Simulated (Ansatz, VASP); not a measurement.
**One calculation of HfC, two programs**

```
CELL_PARAMETERS angstrom
3.36379 0.00000 0.00000
-1.68190 2.91313 0.00000
0.00000 0.00000 4.76704
ATOMIC_POSITIONS crystal
Hf 0.66667 0.33333 0.75000
Hf 0.33333 0.66667 0.25000
C 0.00000 0.00000 0.00000
C 0.00000 0.00000 0.50000
```

Alike in both runs: task single point; functional LDA; k mesh 15 × 15 × 8; occupations gaussian, width 0.1 eV; no spin polarisation.

|  | VASP | Ansatz |
| --- | --- | --- |
| version | VASP 6.6.1 | Ansatz 0.2.0 |
| potentials or method | VASP PAW LDA potentials, release 64 (Hf_pv, C), cutoff 600 eV | scalar-relativistic, plane waves, PAW |
| valence electrons in the cell | 28 | 60 |

```csv
,VASP,Ansatz,Ansatz less VASP
gap on the k mesh at the Fermi level (eV),none,none,-
pressure (GPa),5.1,4.5,-0.58
"traceless stress, the component that is largest in VASP (GPa)",13.95,14.02,+0.065
```

LDA's correlation is that of Perdew and Zunger in VASP and of Perdew and Wang (1992) in Ansatz. A gap of «none» marks a metal or a gap that the smearing closes. VASP's potentials hold 28 valence electrons a cell and Ansatz's 60, so a difference there can come from the potentials and not from the codes.

Spin-orbit coupling is off throughout.
